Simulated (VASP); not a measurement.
# C (P6_3/mmc) in VASP: notebook

Aim: see how the results for C move with the level of theory and the settings. Levels: PBE0, HF. Tasks: single point.

Everything below comes from runs of VASP 6.6.1. Logs are shortened: lines on timing, memory, paths and dates and some standing lists are left out, and cuts for length are marked.

### 1 The cell of the first run

Symmetry: P6_3/mmc, No. 194, hexagonal system. The conventional cell has a = 2.503 Å, b = 2.503 Å, c = 4.169 Å, α = 90.00°, β = 90.00°, γ = 120.00°. Within 2.0 Å of C (site symmetry 3m) lie 4 C at 1.54 to 1.56 Å.

### 2 Single point, PBE0

The input, POSCAR:

```
C
1.0
    2.5031953710      0.0000000000      0.0000000000
   -1.2515976855      2.1678307819      0.0000000000
    0.0000000000      0.0000000000      4.1688692747
C
4
Direct
    0.3333333333      0.6666666667      0.0002313176
    0.6666666667      0.3333333333      0.5002313176
    0.3333333333      0.6666666667      0.3747686824
    0.6666666667      0.3333333333      0.8747686824
```

The input, INCAR.step1:

```
SYSTEM = C
ALGO = Normal ; EDIFF = 1E-5
ENCUT = 520 ; GGA = PE
ISIF = 2 ; ISMEAR = 0
LASPH = .TRUE. ; LCHARG = .FALSE.
LREAL = .FALSE. ; LWAVE = .TRUE.
NBANDS = 16 ; NELM = 60
PREC = Accurate ; SIGMA = 0.01
```

The input, INCAR.step2:

```
SYSTEM = C
AEXX = 0.25 ; ALGO = Normal
EDIFF = 1E-6 ; ENCUT = 520
GGA = PE ; ISIF = 2
ISMEAR = 0 ; ISTART = 1
LASPH = .TRUE. ; LCHARG = .FALSE.
LHFCALC = .TRUE. ; LREAL = .FALSE.
LWAVE = .FALSE. ; NBANDS = 16
NELM = 60 ; PREC = Accurate
PRECFOCK = Normal ; SIGMA = 0.01
```

The input, KPOINTS:

```
k-points
0
G
  9 9 4
  0 0 0
```

Potentials or basis: VASP PAW PBE potentials, release 64 (C).

On the command line:

```sh
> cat potpaw_PBE.64/C/POTCAR > POTCAR
> cp INCAR.step1 INCAR
> mpirun -np 1 vasp_std > vasp.out
> cp INCAR.step2 INCAR
> mpirun -np 1 vasp_std > vasp.out
```

OUTCAR:

```text
SYSTEM = C
   AEXX = 0.25
   EDIFF = 1E-6
   ENCUT = 520
   GGA = PE
   ISIF = 2
   ISMEAR = 0
   ISTART = 1
   LASPH = .TRUE.
   LHFCALC = .TRUE.
   LREAL = .FALSE.
   NELM = 60
   PREC = Accurate
   PRECFOCK = Normal

 ion  position               nearest neighbor table
   1  0.333  0.667  0.000-   4 1.54   4 1.54   4 1.54   3 1.56
   2  0.667  0.333  0.500-   3 1.54   3 1.54   3 1.54   4 1.56
   3  0.333  0.667  0.375-   2 1.54   2 1.54   2 1.54   1 1.56
   4  0.667  0.333  0.875-   1 1.54   1 1.54   1 1.54   2 1.56

  LATTYP: Found a hexagonal cell.
 ALAT       =     2.5031953710
 C/A-ratio  =     1.6654190572

  Lattice vectors:

 A1 = (   2.5031953710,   0.0000000000,   0.0000000000)
 A2 = (  -1.2515976855,   2.1678307819,   0.0000000000)
 A3 = (   0.0000000000,   0.0000000000,   4.1688692747)

Analysis of symmetry for initial positions (statically):
=====================================================================
 Subroutine PRICEL returns:
 Original cell was already a primitive cell.

 Routine SETGRP: Setting up the symmetry group for a
 hexagonal supercell.

 Subroutine GETGRP returns: Found 24 space group operations
 (whereof  6 operations were pure point group operations)
 out of a pool of 24 trial point group operations.

The static configuration has the point symmetry C_3v.
 The point group associated with its full space group is D_6h.

Analysis of symmetry for dynamics (positions and initial velocities):
=====================================================================
 Subroutine PRICEL returns:
 Original cell was already a primitive cell.

 Routine SETGRP: Setting up the symmetry group for a
 hexagonal supercell.

 Subroutine GETGRP returns: Found 24 space group operations
 (whereof  6 operations were pure point group operations)
 out of a pool of 24 trial point group operations.

The dynamic configuration has the point symmetry C_3v.
 The point group associated with its full space group is D_6h.

 Subroutine INISYM returns: Found 24 space group operations
 (whereof  6 operations are pure point group operations),
 and found     1 'primitive' translations

----------------------------------------------------------------------------------------

                                     Primitive cell

  volume of cell :      22.6224

  direct lattice vectors                    reciprocal lattice vectors
     2.503195371  0.000000000  0.000000000     0.399489393  0.230645309  0.000000000
    -1.251597685  2.167830782  0.000000000     0.000000000  0.461290617  0.000000000
     0.000000000  0.000000000  4.168869275     0.000000000  0.000000000  0.239873197

  length of vectors
     2.503195371  2.503195371  4.168869275     0.461290617  0.461290617  0.239873197

  position of ions in fractional coordinates (direct lattice)
     0.333333333  0.666666667  0.000231318
     0.666666667  0.333333333  0.500231318
     0.333333333  0.666666667  0.374768682
     0.666666667  0.333333333  0.874768682

  ion indices of the primitive-cell ions
   primitive index   ion index
                 1           1
                 2           2
                 3           3
                 4           4

----------------------------------------------------------------------------------------

 KPOINTS: k-points

Automatic generation of k-mesh.
 Grid dimensions read from file:
 generate k-points for:    9    9    4

 Generating k-lattice:

  Cartesian coordinates                     Fractional coordinates (reciprocal lattice)
     0.044387710  0.025627257  0.000000000     0.111111111  0.000000000  0.000000000
     0.000000000  0.051254513  0.000000000     0.000000000  0.111111111  0.000000000
     0.000000000  0.000000000  0.059968299     0.000000000  0.000000000  0.250000000

  Length of vectors
     0.051254513  0.051254513  0.059968299

  Shift w.r.t. Gamma in fractional coordinates (k-lattice)
     0.000000000  0.000000000  0.000000000

 Subroutine IBZKPT returns following result:
 ===========================================

 Found     36 irreducible k-points:

 Following reciprocal coordinates:
            Coordinates               Weight
  0.000000  0.000000  0.000000      1.000000
  0.111111  0.000000  0.000000      6.000000
  0.222222  0.000000  0.000000      6.000000
  0.333333 -0.000000  0.000000      6.000000
  0.444444  0.000000  0.000000      6.000000
  0.111111  0.111111  0.000000      6.000000
[... 16 lines left out ...]
  0.333333  0.222222  0.250000     24.000000
  0.333333  0.333333  0.250000      4.000000
 [... further k-points ...]
   k-points           NKPTS =     36   k-points in BZ     NKDIM =    324   number of bands    NBANDS=     16
   number of dos      NEDOS =    301   number of ions     NIONS =      4
   total plane-waves  NPLWV =  12800
   dimension x,y,z NGX =    20 NGY =   20 NGZ =   32
   dimension x,y,z NGXF=    40 NGYF=   40 NGZF=   64
   ions per type =               4
   NGX,Y,Z   is equivalent  to a cutoff of  13.28, 13.28, 12.76 a.u.
   NGXF,Y,Z  is equivalent  to a cutoff of  26.57, 26.57, 25.52 a.u.
 SYSTEM =  C
   PREC   = accura    normal or accurate (medium, high low for compatibility)
   ISTART =      1    job   : 0-new  1-cont  2-samecut
   ICHARG =      0    charge: 1-file 2-atom 10-const
   ISPIN  =      1    spin polarized calculation?
   LNONCOLLINEAR =      F non collinear calculations
   LSORBIT =      F    spin-orbit coupling
   LASPH  =      T    aspherical Exc in radial PAW
   ENCUT  =  520.0 eV  38.22 Ry    6.18 a.u.   4.65  4.65  7.75*2*pi/ulx,y,z
   NELM   =     60;   NELMIN=  2; NELMDL=  0     # of ELM steps
   EDIFF  = 0.1E-05   stopping-criterion for ELM
   LREAL  =      F    real-space projection
   EDIFFG = 0.1E-04   stopping-criterion for IOM
   NSW    =      0    number of steps for IOM
   IBRION =     -1    ionic relax: 0-MD 1-quasi-New 2-CG
   NFREE  =      0    steps in history (QN), initial steepest desc. (CG)
   ISIF   =      2    stress and relaxation
   ISYM   =      3    0-nonsym 1-usesym 2-fastsym
   POTIM  = 0.5000    time-step for ionic-motion
   TEBEG  =    0.0;   TEEND  =   0.0 temperature during run
   PSTRESS=    0.0 pullay stress
   NELECT =      16.0000    total number of electrons
   NUPDOWN=      -1.0000    fix difference up-down
   EMIN   =  10.00;   EMAX   =-10.00  energy-range for DOS
   EFERMI =   0.00;   METHOD = LEGACY
   ISMEAR =     0;   SIGMA  =   0.01  broadening in eV -4-tet -1-fermi 0-gaus
   EFERMI_NEDOS =   21; number of points for ismear=-14 and -15
   IALGO  =     38    algorithm
   IMIX   =      1    mixing-type and parameters
     AMIX     =   0.40;   BMIX     =  1.00
     AMIX_MAG =   1.60;   BMIX_MAG =  1.00
  volume/ion in A,a.u.               =       5.66        38.17
  Fermi-wavevector in a.u.,A,eV,Ry     =   1.458597  2.756349 28.946471  2.127506
  Thomas-Fermi vector in A             =   2.575263
   LORBIT       =      0    0 simple, 1 ext, 2 COOP (PROOUT), +10 PAW based schemes
   GGA     = PE    functional components
   LHFCALC =     T    Hartree Fock is set to
   PRECFOCK=normal    Normal, Fast or Accurate (Low or Medium for compatibility)
   ENCUT4O =  -1.0   cutoff for four orbital integrals eV
   NKREDX  =     1    reduce k-point grid by
   NKREDY  =     1    reduce k-point grid by
   NKREDZ  =     1    reduce k-point grid by
   AEXX    =    0.2500 exact exchange contribution
   HFSCREEN=    0.0000 screening length (either q_TF or 0.3 A-1)
   HFSCREENC=   0.0000 screening length for correlation (either q_TF or 0.3 A-1)
   ENCUTFOCK=  -1.0 apply spherical cutoff to Coloumb kernel
   IVDW    =     0    specifies the selected vdW correction
   LEPSILON=     F    determine dielectric tensor
   LRPA    =     F    only Hartree local field effects (RPA)
 non-spin polarized calculation
 Gauss-broadening in eV      SIGMA  =   0.01
  energy-cutoff  :      520.00
  volume of cell :       22.62
 maximum number of plane-waves:       624
 NGX is ok and might be reduce to    20
  NGX = 14; NGY = 14; NGZ = 24

 number of electron      16.0000000 magnetization

 Free energy of the ion-electron system (eV)
  ---------------------------------------------------
  ext. energy  EPLUGINS =         0.00000000
  ---------------------------------------------------
  free energy    TOTEN  =       -44.15330528 eV

  energy without entropy =      -44.15330528  energy(sigma->0) =      -44.15330528

 E-fermi :   9.1990     XC(G=0): -10.4132

 val. band max:        9.0737938850   @ k =   0.0000   0.0000   0.0000
 cond. band min:      14.2024238450   @ k =   0.3333   0.3333   0.0000
 fundamental gap:      5.1286299601
 Fermi energy:         9.1989860406

 k-point     1 :       0.0000    0.0000    0.0000
  band No.  band energies     occupation
      1     -14.8735      2.00000
      2      -8.8709      2.00000
      3      -5.9451      2.00000
      4       5.7101      2.00000
      5       5.7101      2.00000
      6       8.5993      2.00000
[... 8 lines left out ...]
     15      26.0478      0.00000
     16      29.3875      0.00000

 k-point     2 :       0.1111    0.0000    0.0000
  band No.  band energies     occupation
      1     -14.5408      2.00000
      2      -8.5678      2.00000
      3      -5.6353      2.00000
      4       4.1220      2.00000
      5       5.0639      2.00000
      6       7.7212      2.00000
[... 8 lines left out ...]
     15      26.4571      0.00000
     16      27.9313      0.00000

 k-point     3 :       0.2222    0.0000    0.0000
  band No.  band energies     occupation
      1     -13.5497      2.00000
      2      -7.6636      2.00000
      3      -4.7578      2.00000
      4       0.8110      2.00000
      5       3.7887      2.00000
      6       4.8413      2.00000
[... 8 lines left out ...]
     15      25.9100      0.00000
     16      27.5604      0.00000
[... 362 lines left out ...]
 k-point    23 :       0.3333    0.2222    0.2500
  band No.  band energies     occupation
      1      -8.5160      2.00000
      2      -5.8199      2.00000
      3      -4.7609      2.00000
      4      -2.2094      2.00000
      5      -1.2169      2.00000
      6       1.4849      2.00000
[... 8 lines left out ...]
     15      26.4543      0.00000
     16      28.1759      0.00000

 k-point    24 :       0.3333    0.3333    0.2500
  band No.  band energies     occupation
      1      -6.7320      2.00000
      2      -6.7320      2.00000
      3      -3.3015      2.00000
      4      -3.3015      2.00000
      5      -2.6026      2.00000
      6       0.4084      2.00000
[... 8 lines left out ...]
     15      27.5801      0.00000
     16      27.5801      0.00000

 [... further k-points ...]

------------------------ aborting loop because EDIFF is reached ----------------------------------------

  FORCE on cell =-STRESS in cart. coord.  units (eV):
  Direction    XX          YY          ZZ          XY          YZ          ZX
  --------------------------------------------------------------------------------------
  -------------------------------------------------------------------------------------
  Total       -0.6518663     -0.6518663     -0.8336413      0.0000000     -0.0000000      0.0000000
  in kB      -46.1668995    -46.1668995    -59.0406871      0.0000000     -0.0000000      0.0000000
  external PRESSURE =     -50.4581620 kB  Pullay stress =       0.0000000 kB

 VOLUME and BASIS-vectors are now :
 -----------------------------------------------------------------------------
  energy-cutoff  :      520.00
  volume of cell :       22.62
      direct lattice vectors                 reciprocal lattice vectors
     2.503195371  0.000000000  0.000000000     0.399489393  0.230645309  0.000000000
    -1.251597685  2.167830782  0.000000000     0.000000000  0.461290617  0.000000000
     0.000000000  0.000000000  4.168869275     0.000000000  0.000000000  0.239873197

 POSITION                                       TOTAL-FORCE (eV/Angst)
 -----------------------------------------------------------------------------------
     -0.00000      1.44522      0.00096         0.000000     -0.000000      0.000125
      1.25160      0.72261      2.08540        -0.000000      0.000000      0.000125
     -0.00000      1.44522      1.56236         0.000000      0.000000     -0.000125
      1.25160      0.72261      3.64680        -0.000000     -0.000000     -0.000125
 -----------------------------------------------------------------------------------
    total drift:                                0.000000      0.000000      0.000000

  FREE ENERGIE OF THE ION-ELECTRON SYSTEM (eV)
  ---------------------------------------------------
  free  energy   TOTEN  =       -44.1533052775 eV

  energy  without entropy=      -44.1533052775  energy(sigma->0) =      -44.15330528
```

Run time: 61 min. Hardware: 1 thread of Intel Xeon Platinum 8175M at 2.50GHz (Skylake/Cascade Lake), shared host; peak memory 0.15 GiB.

Results:

```
Free energy            : -44.1533 eV
Pressure               : -5.0 GPa
Band gap on the k mesh : 5.13 eV (least direct gap 7.09 eV)
```

Levels at points of the mesh, in eV from the valence-band top:
```
           k point  band 6  band 7  band 8  band 9  band 10  band 11
(0.00, 0.00, 0.00)   -0.47    0.00    0.00    7.09     7.09     7.46
(0.00, 0.00, 0.50)   -2.01   -2.01   -2.01    9.54     9.54     9.54
```

Caveat: the cell stands under tension; the PAW data sets were made with another functional, which shifts forces and pressure a little; an odd mesh through Γ misses points on the zone boundary, where band edges can lie.

(Continued in part 2 of 2.)
